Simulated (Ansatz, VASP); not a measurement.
**One calculation of Al2BP3, two programs**

```
Al B P
1.0
    -1.81153    1.81153    8.05548
     1.81153   -1.81153    8.05548
     1.81153    1.81153   -8.05548
Al B P
2 1 3
Cartesian
  0.0000 0.0000 10.6211
  0.0000 0.0000 5.4899
  0.0000 0.0000 0.0000
  0.0000 1.8115 1.0763
  1.8115 0.0000 4.0277
  0.0000 1.8115 6.9792
```

Alike in both runs: functional PBE; k mesh 10 × 10 × 10; occupations gaussian, width 0.02 eV; no spin polarisation.

Ansatz relaxed the structure, and its values are those at the end. VASP's run is a single point on that final structure, the one shown.

|  | VASP | Ansatz |
| --- | --- | --- |
| version | VASP 6.6.1 | Ansatz 0.2.0 |
| potentials or method | VASP PAW PBE potentials, release 64 (Al, B, P), cutoff 520 eV | scalar-relativistic, plane waves, PAW |
| valence electrons in the cell | 24 | 24 |

Ansatz gave:

| Item | Value |
| --- | --- |
| gap on the k mesh at the Fermi level (eV) | 0.90 |
| least direct gap on the mesh (eV) | 1.06 |
| pressure (GPa) | 0.0 |
| rms of the force components (eV/Å) | 0.002 |

Which values does VASP return?

gap on the k mesh at the Fermi level (eV): 0.90; least direct gap on the mesh (eV): 1.05; pressure (GPa): -0.1; rms of the force components (eV/Å): 0.003.
